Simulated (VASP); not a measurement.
# NiO (R-3m) in VASP: further runs

Runs on NiO. Level: PBE+U. Tasks: relaxation of shape and atoms at fixed volume.

Everything below comes from runs of VASP 6.6.1. Logs are shortened: lines on timing, memory, paths and dates and some standing lists are left out, and cuts for length are marked.

## Step 1: The cell of the first run

Symmetry: R-3m, No. 166, trigonal system. The conventional cell has a = 2.876 Å, b = 2.876 Å, c = 6.992 Å, α = 90.00°, β = 90.00°, γ = 120.00°. Within 2.7 Å of Ni (site symmetry -3m) lie 6 O at 2.03 Å. O (site symmetry -3m) has 6 Ni at 2.03 Å within 2.7 Å.

## Step 2: Relaxation of shape and atoms at fixed volume, PBE+U, collinear spin, ferromagnetic start

File INCAR:

```
ALGO = Normal
EDIFF = 1E-6
EDIFFG = -0.04
ENCUT = 600
GGA = PE
IBRION = 2
ISIF = 4
ISMEAR = 0
ISPIN = 2
LASPH = True
LCHARG = False
LDAU = True
LDAUJ = 0 0
LDAUL = 2 -1
LDAUPRINT = 1
LDAUTYPE = 2
LDAUU = 6.2 0
LMAXMIX = 4
LORBIT = 11
LREAL = False
LWAVE = False
MAGMOM = 1.87 0
NELM = 150
NSW = 60
PREC = Accurate
SIGMA = 0.05
```

File KPOINTS:

```
k-points
0
Gamma
  10 10 10
```

File POSCAR:

```
NiO
1.0
    1.4381403702      0.8303107299      2.3308059600
   -1.4381403702      0.8303107299      2.3308059600
    0.0000000000     -1.6606214598      2.3308059600
Ni O
1 1
Direct
    1.0000000000      0.0000000000      0.0000000000
    0.5000000000      0.5000000000      0.5000000000
```

Potentials or basis: VASP PAW PBE potentials, release 64 (Ni, O).

Launch:

```bash
cat potpaw_PBE.64/Ni/POTCAR potpaw_PBE.64/O/POTCAR > POTCAR
mpirun -np 1 vasp_std > vasp.out
```

OUTCAR:

```text
EDIFF = 1E-6
   EDIFFG = -0.04
   ENCUT = 600
   GGA = PE
   IBRION = 2
   ISIF = 4
   ISMEAR = 0
   ISPIN = 2
   LASPH = True
   LORBIT = 11
   LREAL = False
   NELM = 150
   NSW = 60
   PREC = Accurate

 ion  position               nearest neighbor table
   1  0.000  0.000  0.000-   2 2.03   2 2.03   2 2.03   2 2.03   2 2.03   2 2.03
   2  0.500  0.500  0.500-   1 2.03   1 2.03   1 2.03   1 2.03   1 2.03   1 2.03

  LATTYP: Found a trigonal (rhomboedric) cell.
 ALAT       =     2.8618735220
 COS(alpha) =     0.4949531373

  Lattice vectors:

 A1 = (   1.4381403702,   0.8303107299,   2.3308059600)
 A2 = (  -1.4381403702,   0.8303107299,   2.3308059600)
 A3 = (   0.0000000000,  -1.6606214598,   2.3308059600)

Analysis of symmetry for initial positions (statically):
=====================================================================
 Subroutine PRICEL returns:
 Original cell was already a primitive cell.

 Routine SETGRP: Setting up the symmetry group for a
 trigonal (rhombohedral) supercell.

 Subroutine GETGRP returns: Found 12 space group operations
 (whereof 12 operations were pure point group operations)
 out of a pool of 12 trial point group operations.

The static configuration has the point symmetry D_3d.

Analysis of symmetry for dynamics (positions and initial velocities):
=====================================================================
 Subroutine PRICEL returns:
 Original cell was already a primitive cell.

 Routine SETGRP: Setting up the symmetry group for a
 trigonal (rhombohedral) supercell.

 Subroutine GETGRP returns: Found 12 space group operations
 (whereof 12 operations were pure point group operations)
 out of a pool of 12 trial point group operations.

The dynamic configuration has the point symmetry D_3d.

Analysis of structural, dynamic, and magnetic symmetry:
=====================================================================
 Subroutine PRICEL returns:
 Original cell was already a primitive cell.

 Routine SETGRP: Setting up the symmetry group for a
 trigonal (rhombohedral) supercell.

 Subroutine GETGRP returns: Found 12 space group operations
 (whereof 12 operations were pure point group operations)
 out of a pool of 12 trial point group operations.

The overall configuration has the point symmetry D_3d.

 Subroutine INISYM returns: Found 12 space group operations
 (whereof 12 operations are pure point group operations),
 and found     1 'primitive' translations

----------------------------------------------------------------------------------------

                                     Primitive cell

  volume of cell :      16.6993

  direct lattice vectors                    reciprocal lattice vectors
     1.438140370  0.830310730  2.330805960     0.347671208  0.200728066  0.143012048
    -1.438140370  0.830310730  2.330805960    -0.347671208  0.200728066  0.143012048
     0.000000000 -1.660621460  2.330805960     0.000000000 -0.401456131  0.143012048

  length of vectors
     2.861873522  2.861873522  2.861873522     0.426168360  0.426168360  0.426168360

  position of ions in fractional coordinates (direct lattice)
     0.000000000  0.000000000  0.000000000
     0.500000000  0.500000000  0.500000000

  ion indices of the primitive-cell ions
   primitive index   ion index
                 1           1
                 2           2

----------------------------------------------------------------------------------------

 KPOINTS: k-points

Automatic generation of k-mesh.
 Grid dimensions read from file:
 generate k-points for:   10   10   10

 Generating k-lattice:

  Cartesian coordinates                     Fractional coordinates (reciprocal lattice)
     0.034767121  0.020072807  0.014301205     0.100000000  0.000000000  0.000000000
    -0.034767121  0.020072807  0.014301205     0.000000000  0.100000000  0.000000000
     0.000000000 -0.040145613  0.014301205     0.000000000  0.000000000  0.100000000

  Length of vectors
     0.042616836  0.042616836  0.042616836
[... 95 lines left out ...]
   NGX = 11   NGY = 11   NGZ = 11

--------------------------------------- Ionic step        1  -------------------------------------------

 number of electron      16.0000002 magnetization       2.0000103

 Free energy of the ion-electron system (eV)
  ---------------------------------------------------
  ext. energy  EPLUGINS =         0.00000000
  ---------------------------------------------------
  free energy    TOTEN  =       -10.04812197 eV

  energy without entropy =      -10.04812197  energy(sigma->0) =      -10.04812197

------------------------ aborting loop because EDIFF is reached ----------------------------------------

  FORCE on cell =-STRESS in cart. coord.  units (eV):
  Direction    XX          YY          ZZ          XY          YZ          ZX
  --------------------------------------------------------------------------------------
  -------------------------------------------------------------------------------------
  Total        2.3009727      2.3009727      2.4484845      0.0000000      0.0000000      0.0000000
  in kB      220.7612027    220.7612027    234.9138625      0.0000000      0.0000000      0.0000000
  external PRESSURE =     225.4787559 kB  Pullay stress =       0.0000000 kB

 VOLUME and BASIS-vectors are now :
 -----------------------------------------------------------------------------
  energy-cutoff  :      600.00
  volume of cell :       16.70
      direct lattice vectors                 reciprocal lattice vectors
     1.438140370  0.830310730  2.330805960     0.347671208  0.200728066  0.143012048
    -1.438140370  0.830310730  2.330805960    -0.347671208  0.200728066  0.143012048
     0.000000000 -1.660621460  2.330805960     0.000000000 -0.401456131  0.143012048

 POSITION                                       TOTAL-FORCE (eV/Angst)
 -----------------------------------------------------------------------------------
      0.00000      0.00000      0.00000         0.000000     -0.000000     -0.000000
      0.00000      0.00000      3.49621        -0.000000      0.000000      0.000000
 -----------------------------------------------------------------------------------
    total drift:                               -0.000000      0.000000     -0.000000

  FREE ENERGIE OF THE ION-ELECTRON SYSTEM (eV)
  ---------------------------------------------------
  free  energy   TOTEN  =       -10.0481219689 eV

  energy  without entropy=      -10.0481219689  energy(sigma->0) =      -10.04812197

atom =   1  type =  1  l = 2

 onsite density matrix

spin component  1

  1.0100  0.0000 -0.0000 -0.0321 -0.0000
  0.0000  1.0322 -0.0000  0.0000 -0.0321
 -0.0000 -0.0000  0.9871 -0.0000  0.0000
 -0.0321  0.0000 -0.0000  1.0322 -0.0000
 -0.0000 -0.0321  0.0000 -0.0000  1.0100

spin component  2

  0.7092 -0.0000 -0.0000  0.3902 -0.0000
 -0.0000  0.4351  0.0000 -0.0000  0.3902
 -0.0000  0.0000  0.9857 -0.0000  0.0000
  0.3902 -0.0000 -0.0000  0.4351 -0.0000
 -0.0000  0.3902  0.0000 -0.0000  0.7092

 occupancies and eigenvectors

  o =  0.1586  v =  0.0000  0.0000  0.0000  0.0000  0.0000  0.5782  0.0000  0.0000 -0.8159  0.0000      0.0000  0.0000  0.0000  0.0000  0.0000  0.0000  0.0000  0.0000  0.0000  0.0000
  o =  0.1586  v =  0.0000  0.0000  0.0000  0.0000  0.0000  0.0000 -0.8159 -0.0000  0.0000  0.5782      0.0000  0.0000  0.0000  0.0000  0.0000  0.0000  0.0000  0.0000  0.0000  0.0000
  o =  0.9857  v =  0.0000  0.0000  0.0000  0.0000  0.0000  0.0000 -0.0000  1.0000 -0.0000 -0.0000      0.0000  0.0000  0.0000  0.0000  0.0000  0.0000  0.0000  0.0000  0.0000  0.0000
  o =  0.9858  v =  0.0000  0.0000  0.0000  0.0000  0.0000 -0.8159  0.0000  0.0000 -0.5782  0.0000      0.0000  0.0000  0.0000  0.0000  0.0000  0.0000  0.0000  0.0000  0.0000  0.0000
  o =  0.9858  v =  0.0000  0.0000  0.0000  0.0000  0.0000  0.0000 -0.5782 -0.0000 -0.0000 -0.8159      0.0000  0.0000  0.0000  0.0000  0.0000  0.0000  0.0000  0.0000  0.0000  0.0000
  o =  0.9871  v =  0.0000 -0.0000  1.0000 -0.0000 -0.0000  0.0000  0.0000  0.0000  0.0000  0.0000      0.0000  0.0000  0.0000  0.0000  0.0000  0.0000  0.0000  0.0000  0.0000  0.0000
  o =  0.9871  v = -0.8143  0.0000 -0.0000 -0.5804 -0.0000  0.0000  0.0000  0.0000  0.0000  0.0000      0.0000  0.0000  0.0000  0.0000  0.0000  0.0000  0.0000  0.0000  0.0000  0.0000
  o =  0.9871  v =  0.0000  0.5804  0.0000 -0.0000  0.8143  0.0000  0.0000  0.0000  0.0000  0.0000      0.0000  0.0000  0.0000  0.0000  0.0000  0.0000  0.0000  0.0000  0.0000  0.0000
  o =  1.0551  v = -0.5804 -0.0000  0.0000  0.8143  0.0000  0.0000  0.0000  0.0000  0.0000  0.0000      0.0000  0.0000  0.0000  0.0000  0.0000  0.0000  0.0000  0.0000  0.0000  0.0000
  o =  1.0551  v =  0.0000 -0.8143  0.0000 -0.0000  0.5804  0.0000  0.0000  0.0000  0.0000  0.0000      0.0000  0.0000  0.0000  0.0000  0.0000  0.0000  0.0000  0.0000  0.0000  0.0000

--------------------------------------- Ionic step        2  -------------------------------------------

 number of electron      16.0000002 magnetization       2.0000001

 Free energy of the ion-electron system (eV)
  ---------------------------------------------------
  ext. energy  EPLUGINS =         0.00000000
  ---------------------------------------------------
  free energy    TOTEN  =       -10.04838754 eV

  energy without entropy =      -10.04838754  energy(sigma->0) =      -10.04838754

 E-fermi :   8.4095     XC(G=0): -13.1618

 val. band max:        8.1028049465   @ k =   0.5000  -0.0000   0.0000
 cond. band min:      10.4203564494   @ k =   0.0000   0.0000   0.0000
 fundamental gap:      2.3175515030
 Fermi energy:         8.4094950907

 spin component 1

 k-point     1 :       0.0000    0.0000    0.0000
  band No.  band energies     occupation
      1     -11.6483      1.00000
      2       1.7961      1.00000
      3       1.7961      1.00000
      4       2.9167      1.00000
      5       2.9167      1.00000
      6       2.9311      1.00000
      7       6.2967      1.00000
      8       6.2967      1.00000
      9       6.3292      1.00000
     10      11.4078      0.00000
     11      26.3988      0.00000
     12      26.3988      0.00000
[... 745 lines left out ...]
      2       2.1747      1.00000
      3       3.0608      1.00000
      4       4.1441      1.00000
      5       4.4379      1.00000
      6       6.0342      1.00000
      7       6.1049      1.00000
      8      11.0483      0.00000
      9      11.7970      0.00000
     10      17.1747      0.00000
     11      20.4661      0.00000
     12      21.1664      0.00000
     13      26.6602      0.00000

 [... further k-points ...]

------------------------ aborting loop because EDIFF is reached ----------------------------------------

  FORCE on cell =-STRESS in cart. coord.  units (eV):
  Direction    XX          YY          ZZ          XY          YZ          ZX
  --------------------------------------------------------------------------------------
  -------------------------------------------------------------------------------------
  Total        2.3348305      2.3348305      2.4075389      0.0000000     -0.0000000      0.0000000
  in kB      224.0096025    224.0096025    230.9854359      0.0000000     -0.0000000      0.0000000
  external PRESSURE =     226.3348803 kB  Pullay stress =       0.0000000 kB

 VOLUME and BASIS-vectors are now :
 -----------------------------------------------------------------------------
  energy-cutoff  :      600.00
  volume of cell :       16.70
      direct lattice vectors                 reciprocal lattice vectors
     1.436436668  0.829327097  2.336338196     0.348083568  0.200966141  0.142673408
    -1.436436668  0.829327097  2.336338196    -0.348083568  0.200966141  0.142673408
     0.000000000 -1.658654194  2.336338196     0.000000000 -0.401932283  0.142673408

 POSITION                                       TOTAL-FORCE (eV/Angst)
 -----------------------------------------------------------------------------------
     -1.43644     -0.82933      4.67268         0.000000      0.000000     -0.000000
      0.00000      0.00000      3.50451         0.000000     -0.000000      0.000000
 -----------------------------------------------------------------------------------
    total drift:                               -0.000000     -0.000000      0.000000

  FREE ENERGIE OF THE ION-ELECTRON SYSTEM (eV)
  ---------------------------------------------------
  free  energy   TOTEN  =       -10.0483875419 eV

  energy  without entropy=      -10.0483875419  energy(sigma->0) =      -10.04838754

 reached required accuracy - stopping structural energy minimisation

 total charge

# of ion       s       p       d       tot
------------------------------------------
    1        0.373   0.500   8.313   9.186
    2        1.544   3.538   0.000   5.082
--------------------------------------------------
tot          1.917   4.038   8.313  14.267

 magnetization (x)

# of ion       s       p       d       tot
------------------------------------------
    1        0.012   0.015   1.793   1.820
    2        0.020   0.164   0.000   0.184
--------------------------------------------------
tot          0.031   0.179   1.793   2.003
```

Wall time 77 s (1 thread of Intel Xeon 8259CL, shared host); peak memory 0.19 GiB.

What came out:

```yaml
Free_energy: -10.0484 eV
Energy_gained_by_relaxing: 0.1 meV/atom
Ionic_steps: 2
Pressure_after_relaxing: 22.6 GPa
Band_gap_on_the_k_mesh: 2.32 eV (least direct gap 3.15 eV)
Net_moment: 2.00 μB per cell
Site_moments: Ni +1.82; O +0.18 μB
Valence_electrons_inside_the_program's_atomic_spheres: Ni 9.19; O 5.08
```

The path:
| step | energy change (eV) | largest force (eV/Å) | pressure (GPa) | volume (Å³) |
| --- | --- | --- | --- | --- |
| 1 | 0.0000 | 0.0000 | 22.55 | 16.70 |
| 2 | -0.0003 | 0.0000 | 22.63 | 16.70 |

Final structure:
```
CELL_PARAMETERS angstrom
1.43644 0.82933 2.33634
-1.43644 0.82933 2.33634
0.00000 -1.65865 2.33634
ATOMIC_POSITIONS crystal
Ni 0.00000 0.00000 0.00000
O 0.50000 0.50000 0.50000
```

Eigenvalues of the final occupation matrices:
```
    site  spin  trace               eigenvalues
site 1 d     1   5.07  0.99 0.99 0.99 1.06 1.06
site 1 d     2   3.27  0.16 0.16 0.99 0.99 0.99
```

Caveat: a cell with one magnetic atom can't hold antiferromagnetic order, which such compounds often take.

## Step 3: Relaxation of shape and atoms at fixed volume, PBE+U, collinear spin, ferromagnetic start (9.35 Å³/atom)

This run uses another cell than the first one, of 9.35 Å³/atom.

File INCAR:

```
ALGO = Normal ; EDIFF = 1E-6
EDIFFG = -0.04 ; ENCUT = 600
GGA = PE ; IBRION = 2
ISIF = 4 ; ISMEAR = 0
ISPIN = 2 ; LASPH = True
LCHARG = False ; LDAU = True
LDAUJ = 0 0 ; LDAUL = 2 -1
LDAUPRINT = 1 ; LDAUTYPE = 2
LDAUU = 6.2 0 ; LMAXMIX = 4
LORBIT = 11 ; LREAL = False
LWAVE = False ; MAGMOM = 1.9 0.22
NELM = 150 ; NSW = 60
PREC = Accurate ; SIGMA = 0.05
```

KPOINTS is that of step 2.

File POSCAR:

```
NiO
1.0
    1.4899188549      0.8602050520      2.4322122159
   -1.4899188549      0.8602050520      2.4322122159
    0.0000000000     -1.7204101039      2.4322122159
Ni O
1 1
Direct
    1.0000000000      0.0000000000      0.0000000000
    0.5000000000      0.5000000000      0.5000000000
```

Potentials or basis: VASP PAW PBE potentials, release 64 (Ni, O).

Launch:

```bash
cat potpaw_PBE.64/Ni/POTCAR potpaw_PBE.64/O/POTCAR > POTCAR
mpirun -np 1 vasp_std > vasp.out
```

Wall time 57 s (1 thread of Intel Xeon 8259CL, shared host); peak memory 0.19 GiB.

It converged, with:

| Item | Value |
| --- | --- |
| Free energy | -10.1668 eV |
| Pressure after relaxing | -2.4 GPa |
| Band gap on the k mesh | 2.57 eV (least direct gap 3.16 eV) |
| Net moment | 2.00 μB per cell |
| Site moments | Ni +1.82; O +0.17 μB |
| Valence electrons inside the program's atomic spheres | Ni 8.95; O 5.01 |

Final structure:
```
Ni O
1.0
     1.48992    0.86021    2.43221
    -1.48992    0.86021    2.43221
     0.00000   -1.72041    2.43221
Ni O
1 1
Cartesian
  0.0000 0.0000 0.0000
  0.0000 0.0000 3.6483
```

Levels at points of the mesh, in eV from the valence-band top:
Spin up:
| k point | band 7 | band 8 | band 9 | band 10 | band 11 | band 12 |
| --- | --- | --- | --- | --- | --- | --- |
| (0.00, 0.00, 0.00) | -1.32 | -1.32 | -1.32 | 2.58 | 17.77 | 17.77 |
| (0.50, 0.00, 0.00) | -3.11 | 0.00 | 0.00 | 6.69 | 10.90 | 14.84 |
| (0.50, 0.50, 0.00) | -4.19 | -2.66 | -2.65 | 6.89 | 11.46 | 11.77 |
| (0.50, 0.50, 0.50) | -3.10 | 0.00 | 0.00 | 6.69 | 10.91 | 14.83 |
Spin down:
| k point | band 5 | band 6 | band 7 | band 8 | band 9 | band 10 |
| --- | --- | --- | --- | --- | --- | --- |
| (0.00, 0.00, 0.00) | -0.98 | -0.98 | -0.98 | 2.57 | 2.57 | 2.93 |
| (0.50, 0.00, 0.00) | -2.22 | -1.91 | -1.91 | 4.82 | 4.82 | 6.86 |
| (0.50, 0.50, 0.00) | -3.12 | -2.34 | -2.33 | 3.00 | 3.41 | 7.53 |
| (0.50, 0.50, 0.50) | -2.22 | -1.91 | -1.91 | 4.82 | 4.82 | 6.86 |

Eigenvalues of the final occupation matrices:
| site | spin | trace | eigenvalues |
| --- | --- | --- | --- |
| site 1 d | 1 | 5.02 | 0.98 0.98 0.98 1.03 1.03 |
| site 1 d | 2 | 3.21 | 0.13 0.13 0.98 0.98 0.98 |

Caveat: a cell with one magnetic atom can't hold antiferromagnetic order, which such compounds often take.

(Part 1 of 2 ends here.)
